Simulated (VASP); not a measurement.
# SnO (P4/nmm) in VASP: notebook

Runs on SnO. Level: PBEsol. Tasks: single point.

All numbers are computed with VASP 6.6.1; they aren't measurements. Logs are shortened: lines on timing, memory, paths and dates and some standing lists are left out, and cuts for length are marked.

### 1 The cell of the first run

Symmetry: P4/nmm, No. 129, tetragonal system. Conventional cell: a = 3.685 Å, b = 3.685 Å, c = 4.299 Å, α = 90.00°, β = 90.00°, γ = 90.00°. Sn (site symmetry 4mm) has 4 O at 2.18 Å within 2.9 Å. O (site symmetry -4m2) has 4 Sn at 2.18 Å and 4 O at 2.61 Å within 2.9 Å.

### 2 Single point, PBEsol

Contents of INCAR:

```
ALGO     = Normal         # electronic algorithm
EDIFF    = 1E-6           # SCF threshold, eV
ENCUT    = 1340           # plane-wave cutoff, eV
GGA      = PS             # functional
GGA_COMPAT= False        
ISIF     = 2              # what is computed and relaxed
ISMEAR   = -1             # smearing method
LASPH    = True           # aspherical terms in the spheres
LCHARG   = False          # write CHGCAR
LREAL    = False          # projectors in reciprocal space
LWAVE    = False          # write WAVECAR
NBANDS   = 28             # bands
NELM     = 120            # most SCF steps
PREC     = Accurate       # precision mode
SIGMA    = 0.05           # smearing width, eV
```

Contents of KPOINTS:

```
k-points
0
Gamma
  7 7 6
```

Contents of POSCAR:

```
SnO
1.0
    3.6846414792      0.0000000000      0.0000000000
    0.0000000000      3.6846414792      0.0000000000
    0.0000000000      0.0000000000      4.2989074812
Sn O
2 2
Direct
    0.5000000000      0.0000000000      0.7292106396
    0.0000000000      0.5000000000      0.2707893604
    0.0000000000      0.0000000000      0.0000000000
    0.5000000000      0.5000000000      0.0000000000
```

Potentials or basis: VASP PAW PBE potentials, release 64 (Sn_d, O_h).

Command:

```bash
$ cat potpaw_PBE.64/Sn_d/POTCAR potpaw_PBE.64/O_h/POTCAR > POTCAR
$ mpirun -np 1 vasp_std > vasp.out
```

OUTCAR:

```text
EDIFF = 1E-6
   ENCUT = 1340
   GGA = PS
   ISIF = 2
   ISMEAR = -1
   LASPH = True
   LREAL = False
   NELM = 120
   PREC = Accurate

 ion  position               nearest neighbor table
   1  0.500  0.000  0.729-   3 2.18   4 2.18   4 2.18   3 2.18   2 3.27   2 3.27   2 3.27   2 3.27
                             2 3.49   2 3.49   2 3.49   2 3.49
   2  0.000  0.500  0.271-   3 2.18   4 2.18   3 2.18   4 2.18   1 3.27   1 3.27   1 3.27   1 3.27
                             1 3.49   1 3.49   1 3.49   1 3.49
   3  0.000  0.000  0.000-   1 2.18   2 2.18   2 2.18   1 2.18
   4  0.500  0.500  0.000-   1 2.18   2 2.18   1 2.18   2 2.18

  LATTYP: Found a simple tetragonal cell.
 ALAT       =     3.6846414792
 C/A-ratio  =     1.1667098429

  Lattice vectors:

 A1 = (   3.6846414792,   0.0000000000,   0.0000000000)
 A2 = (   0.0000000000,   3.6846414792,   0.0000000000)
 A3 = (   0.0000000000,   0.0000000000,   4.2989074812)

Analysis of symmetry for initial positions (statically):
=====================================================================
 Subroutine PRICEL returns:
 Original cell was already a primitive cell.

 Routine SETGRP: Setting up the symmetry group for a
 simple tetragonal supercell.

 Subroutine GETGRP returns: Found 16 space group operations
 (whereof  8 operations were pure point group operations)
 out of a pool of 16 trial point group operations.

The static configuration has the point symmetry D_2d.
 The point group associated with its full space group is D_4h.

Analysis of symmetry for dynamics (positions and initial velocities):
=====================================================================
 Subroutine PRICEL returns:
 Original cell was already a primitive cell.

 Routine SETGRP: Setting up the symmetry group for a
 simple tetragonal supercell.

 Subroutine GETGRP returns: Found 16 space group operations
 (whereof  8 operations were pure point group operations)
 out of a pool of 16 trial point group operations.

The dynamic configuration has the point symmetry D_2d.
 The point group associated with its full space group is D_4h.

 Subroutine INISYM returns: Found 16 space group operations
 (whereof  8 operations are pure point group operations),
 and found     1 'primitive' translations

----------------------------------------------------------------------------------------

                                     Primitive cell

  volume of cell :      58.3645

  direct lattice vectors                    reciprocal lattice vectors
     3.684641479  0.000000000  0.000000000     0.271396825  0.000000000  0.000000000
     0.000000000  3.684641479  0.000000000     0.000000000  0.271396825  0.000000000
     0.000000000  0.000000000  4.298907481     0.000000000  0.000000000  0.232617242

  length of vectors
     3.684641479  3.684641479  4.298907481     0.271396825  0.271396825  0.232617242

  position of ions in fractional coordinates (direct lattice)
     0.500000000  0.000000000  0.729210640
     0.000000000  0.500000000  0.270789360
     0.000000000  0.000000000  0.000000000
     0.500000000  0.500000000  0.000000000

  ion indices of the primitive-cell ions
   primitive index   ion index
                 1           1
                 2           2
                 3           3
                 4           4

----------------------------------------------------------------------------------------

 KPOINTS: k-points

Automatic generation of k-mesh.
 Grid dimensions read from file:
 generate k-points for:    7    7    6

 Generating k-lattice:

  Cartesian coordinates                     Fractional coordinates (reciprocal lattice)
     0.038770975  0.000000000  0.000000000     0.142857143  0.000000000  0.000000000
     0.000000000  0.038770975  0.000000000     0.000000000  0.142857143  0.000000000
     0.000000000  0.000000000  0.038769540     0.000000000  0.000000000  0.166666667

  Length of vectors
     0.038770975  0.038770975  0.038769540

  Shift w.r.t. Gamma in fractional coordinates (k-lattice)
     0.000000000  0.000000000  0.000000000

 Subroutine IBZKPT returns following result:
 ===========================================

 Found     40 irreducible k-points:

 Following reciprocal coordinates:
            Coordinates               Weight
  0.000000  0.000000  0.000000      1.000000
  0.142857  0.000000  0.000000      4.000000
  0.285714  0.000000  0.000000      4.000000
  0.428571  0.000000  0.000000      4.000000
  0.142857  0.142857  0.000000      4.000000
  0.285714  0.142857  0.000000      8.000000
[... 16 lines left out ...]
  0.285714  0.000000  0.333333      8.000000
  0.428571  0.000000  0.333333      8.000000
 [... further k-points ...]
   k-points           NKPTS =     40   k-points in BZ     NKDIM =     40   number of bands    NBANDS=     28
   number of dos      NEDOS =    301   number of ions     NIONS =      4
   total plane-waves  NPLWV = 124416
   dimension x,y,z NGX =    48 NGY =   48 NGZ =   54
   dimension x,y,z NGXF=    96 NGYF=   96 NGZF=  108
   ions per type =               2   2
   NGX,Y,Z   is equivalent  to a cutoff of  21.66, 21.66, 20.88 a.u.
   NGXF,Y,Z  is equivalent  to a cutoff of  43.31, 43.31, 41.77 a.u.
 SYSTEM =  unknown system
   PREC   = accura    normal or accurate (medium, high low for compatibility)
   ISTART =      0    job   : 0-new  1-cont  2-samecut
   ICHARG =      2    charge: 1-file 2-atom 10-const
   ISPIN  =      1    spin polarized calculation?
   LNONCOLLINEAR =      F non collinear calculations
   LSORBIT =      F    spin-orbit coupling
   LASPH  =      T    aspherical Exc in radial PAW
   ENCUT  = 1340.0 eV  98.49 Ry    9.92 a.u.  11.00 11.00 12.83*2*pi/ulx,y,z
   NELM   =    120;   NELMIN=  2; NELMDL= -5     # of ELM steps
   EDIFF  = 0.1E-05   stopping-criterion for ELM
   LREAL  =      F    real-space projection
   EDIFFG = 0.1E-04   stopping-criterion for IOM
   NSW    =      0    number of steps for IOM
   IBRION =     -1    ionic relax: 0-MD 1-quasi-New 2-CG
   NFREE  =      0    steps in history (QN), initial steepest desc. (CG)
   ISIF   =      2    stress and relaxation
   ISYM   =      2    0-nonsym 1-usesym 2-fastsym
   POTIM  = 0.5000    time-step for ionic-motion
   TEBEG  =    0.0;   TEEND  =   0.0 temperature during run
   PSTRESS=    0.0 pullay stress
   NELECT =      40.0000    total number of electrons
   NUPDOWN=      -1.0000    fix difference up-down
   EMIN   =  10.00;   EMAX   =-10.00  energy-range for DOS
   EFERMI =   0.00;   METHOD = LEGACY
   ISMEAR =    -1;   SIGMA  =   0.05  broadening in eV -4-tet -1-fermi 0-gaus
   EFERMI_NEDOS =   21; number of points for ismear=-14 and -15
   IALGO  =     38    algorithm
   IMIX   =      4    mixing-type and parameters
     AMIX     =   0.40;   BMIX     =  1.00
     AMIX_MAG =   1.60;   BMIX_MAG =  1.00
  volume/ion in A,a.u.               =      14.59        98.47
  Fermi-wavevector in a.u.,A,eV,Ry     =   1.443373  2.727580 28.345374  2.083326
  Thomas-Fermi vector in A             =   2.561788
   LORBIT       =      0    0 simple, 1 ext, 2 COOP (PROOUT), +10 PAW based schemes
   GGA     = PS    functional components
   LHFCALC =     F    Hartree Fock is set to
   AEXX    =    0.0000 exact exchange contribution
   IVDW    =     0    specifies the selected vdW correction
   LEPSILON=     F    determine dielectric tensor
   LRPA    =     F    only Hartree local field effects (RPA)
 non-spin polarized calculation
  energy-cutoff  :     1340.00
  volume of cell :       58.36
 maximum number of plane-waves:      6532
 NGX is ok and might be reduce to    48
   NGX = 21   NGY = 21   NGZ = 25

 number of electron      40.0000001 magnetization

 Free energy of the ion-electron system (eV)
  ---------------------------------------------------
  ext. energy  EPLUGINS =         0.00000000
  ---------------------------------------------------
  free energy    TOTEN  =       -23.96167087 eV

  energy without entropy =      -23.95642499  energy(sigma->0) =      -23.95904793

 E-fermi :   9.6655     XC(G=0): -11.5428

 val. band max:        9.6516678414   @ k =   0.1429   0.0000   0.1667
 cond. band min:       9.6730873784   @ k =   0.1429   0.1429   0.0000
 fundamental gap:      0.0214195370
 Fermi energy:         9.6654523149

 k-point     1 :       0.0000    0.0000    0.0000
  band No.  band energies     occupation
      1     -12.6651      2.00000
      2     -12.1273      2.00000
      3     -12.1273      2.00000
      4     -12.0651      2.00000
      5     -12.0603      2.00000
      6     -12.0449      2.00000
[... 20 lines left out ...]
     27      16.3689      0.00000
     28      16.3689      0.00000

 k-point     2 :       0.1429    0.0000    0.0000
  band No.  band energies     occupation
      1     -12.6497      2.00000
      2     -12.1263      2.00000
      3     -12.1157      2.00000
      4     -12.0887      2.00000
      5     -12.0490      2.00000
      6     -12.0434      2.00000
[... 20 lines left out ...]
     27      16.4313      0.00000
     28      17.8932      0.00000

 k-point     3 :       0.2857    0.0000    0.0000
  band No.  band energies     occupation
      1     -12.6097      2.00000
      2     -12.2929      2.00000
      3     -12.1149      2.00000
      4     -12.0837      2.00000
      5     -12.0409      2.00000
      6     -12.0370      2.00000
[... 20 lines left out ...]
     27      16.9016      0.00000
     28      19.9265      0.00000

 k-point     4 :       0.4286    0.0000    0.0000
  band No.  band energies     occupation
      1     -12.5479      2.00000
      2     -12.4485      2.00000
      3     -12.0883      2.00000
      4     -12.0575      2.00000
      5     -12.0403      2.00000
      6     -12.0234      2.00000
[... 20 lines left out ...]
     27      17.4455      0.00000
     28      18.1519      0.00000

 k-point     5 :       0.1429    0.1429    0.0000
  band No.  band energies     occupation
      1     -12.6387      2.00000
      2     -12.1853      2.00000
      3     -12.1365      2.00000
      4     -12.0901      2.00000
      5     -12.0472      2.00000
      6     -12.0421      2.00000
[... 20 lines left out ...]
     27      17.6909      0.00000
     28      18.3163      0.00000

 k-point     6 :       0.2857    0.1429    0.0000
  band No.  band energies     occupation
      1     -12.6116      2.00000
      2     -12.3545      2.00000
      3     -12.1246      2.00000
      4     -12.0505      2.00000
      5     -12.0451      2.00000
      6     -12.0326      2.00000
[... 463 lines left out ...]
      5     -12.0458      2.00000
      6     -12.0175      2.00000
[... 20 lines left out ...]
     27      18.6720      0.00000
     28      18.6720      0.00000

 k-point    22 :       0.1429    0.0000    0.3333
  band No.  band energies     occupation
      1     -12.6047      2.00000
      2     -12.1949      2.00000
      3     -12.0948      2.00000
      4     -12.0926      2.00000
      5     -12.0357      2.00000
      6     -12.0124      2.00000
[... 20 lines left out ...]
     27      18.4944      0.00000
     28      18.7478      0.00000

 k-point    23 :       0.2857    0.0000    0.3333
  band No.  band energies     occupation
      1     -12.6000      2.00000
      2     -12.3842      2.00000
      3     -12.1155      2.00000
      4     -12.0604      2.00000
      5     -12.0573      2.00000
      6     -12.0329      2.00000
[... 20 lines left out ...]
     27      18.8810      0.00000
     28      20.0062      0.00000

 k-point    24 :       0.4286    0.0000    0.3333
  band No.  band energies     occupation
      1     -12.5811      2.00000
      2     -12.5172      2.00000
      3     -12.1181      2.00000
      4     -12.0975      2.00000
      5     -12.0388      2.00000
      6     -12.0292      2.00000
[... 20 lines left out ...]
     27      19.0566      0.00000
     28      19.6039      0.00000

 [... further k-points ...]
[... 5 lines left out ...]
  --------------------------------------------------------------------------------------
  -------------------------------------------------------------------------------------
  Total        3.7491238      3.7491238      3.7804576      0.0000000      0.0000000      0.0000000
  in kB      102.9181067    102.9181067    103.7782579      0.0000000      0.0000000      0.0000000
  external PRESSURE =     103.2048238 kB  Pullay stress =       0.0000000 kB

 VOLUME and BASIS-vectors are now :
 -----------------------------------------------------------------------------
  energy-cutoff  :     1340.00
  volume of cell :       58.36
      direct lattice vectors                 reciprocal lattice vectors
     3.684641479  0.000000000  0.000000000     0.271396825  0.000000000  0.000000000
     0.000000000  3.684641479  0.000000000     0.000000000  0.271396825  0.000000000
     0.000000000  0.000000000  4.298907481     0.000000000  0.000000000  0.232617242

 POSITION                                       TOTAL-FORCE (eV/Angst)
 -----------------------------------------------------------------------------------
      1.84232      0.00000      3.13481        -0.000000      0.000000     -0.089464
      0.00000      1.84232      1.16410         0.000000      0.000000      0.089464
      0.00000      0.00000      0.00000         0.000000      0.000000      0.000000
      1.84232      1.84232      0.00000         0.000000      0.000000      0.000000
 -----------------------------------------------------------------------------------
    total drift:                                0.000000      0.000000     -0.000000

  FREE ENERGIE OF THE ION-ELECTRON SYSTEM (eV)
  ---------------------------------------------------
  free  energy   TOTEN  =       -23.9616708743 eV

  energy  without entropy=      -23.9564249906  energy(sigma->0) =      -23.95904793
```

Run time: 3.4 min. Hardware: 1 thread of AMD EPYC 7R43 (Zen 3), shared host; peak memory 0.42 GiB.

What came out:

```
Free energy            : -23.9617 eV
Pressure               : 10.3 GPa
Largest force          : 0.089 eV/Å
Band gap on the k mesh : zero (bands 20 and 21 overlap by 0.85 eV)
```

Forces on the atoms (eV/Å):
```
Sn   0.000  0.000 -0.089
Sn   0.000  0.000  0.089
O    0.000  0.000  0.000
O    0.000  0.000  0.000
```

Stress tensor (GPa, compression positive):
```
10.29  0.00  0.00
 0.00 10.29  0.00
 0.00  0.00 10.38
```

Levels at points of the mesh, in eV from the Fermi level:
| k point | band 16 | band 17 | band 18 | band 19 | band 20 | band 21 | band 22 | band 23 | band 24 | band 25 |
| --- | --- | --- | --- | --- | --- | --- | --- | --- | --- | --- |
| (0.00, 0.00, 0.00) | -6.98 | -3.88 | -3.43 | -3.43 | 0.16 | 3.04 | 4.06 | 4.06 | 6.11 | 6.46 |
| (0.00, 0.00, 0.50) | -4.04 | -3.44 | -3.44 | -2.45 | -1.80 | 1.86 | 1.93 | 1.93 | 3.25 | 7.77 |

Caveat: the cell stands under pressure; the PAW data sets were made with another functional, which shifts forces and pressure a little; spin-orbit coupling is left out, which moves the levels of the heavy elements.

### 3 Single point, PBEsol, non-collinear spin, zero start, spin-orbit coupling

This run uses another cell than the first one, of 16.70 Å³/atom.

Contents of INCAR:

```
ALGO = Normal
EDIFF = 1E-6
ENCUT = 520
GGA = PS
GGA_COMPAT = F
ISIF = 2
ISMEAR = -1
LASPH = T
LCHARG = F
LORBIT = 11
LORBMOM = T
LREAL = F
LSORBIT = T
LWAVE = F
MAGMOM = 0 0 0 0 0 0 0 0 0 0 0 0
NBANDS = 54
NELM = 150
PREC = Accurate
SIGMA = 0.05
```

KPOINTS is that of step 2.

Contents of POSCAR:

```
SnO
1.0
    3.7358428604      0.0000000000      0.0000000000
    0.0000000000      3.7358428604      0.0000000000
    0.0000000000      0.0000000000      4.7871523832
Sn O
2 2
Direct
    0.5000000000      0.0000000000      0.7646261400
    0.0000000000      0.5000000000      0.2353738600
    0.0000000000      0.0000000000      0.0000000000
    0.5000000000      0.5000000000      0.0000000000
```

Potentials or basis: VASP PAW PBE potentials, release 64 (Sn_d, O).

Command:

```bash
$ cat potpaw_PBE.64/Sn_d/POTCAR potpaw_PBE.64/O/POTCAR > POTCAR
$ mpirun -np 1 vasp_ncl > vasp.out
```

Wall time 8.6 min (1 thread of Intel Xeon 8259CL, shared host); peak memory 0.4 GiB.

The run converged. Its results:

```yaml
Free_energy: -24.2052 eV
Pressure: 6.3 GPa
Largest_force: 1.109 eV/Å
Net_moment: 0.00 μB per cell
Valence_electrons_inside_the_program's_atomic_spheres: Sn 12.20; O 5.03
```

Forces in eV/Å, atoms in the order of the input:
```
Sn   0.000  0.000 -1.109
Sn   0.000  0.000  1.109
O    0.000  0.000  0.000
O    0.000  0.000  0.000
```

Stress tensor (GPa, compression positive):
```
6.89 0.00 0.00
0.00 6.89 0.00
0.00 0.00 5.09
```

Moments on the atoms (μB; x, y, z):
```
Sn  0.00 0.00 0.00
Sn  0.00 0.00 0.00
O   0.00 0.00 0.00
O   0.00 0.00 0.00
```

Caveat: the cell stands under pressure; the PAW data sets were made with another functional, which shifts forces and pressure a little.

The gap in the log of VASP goes by the Fermi energy; the results here count the filled bands.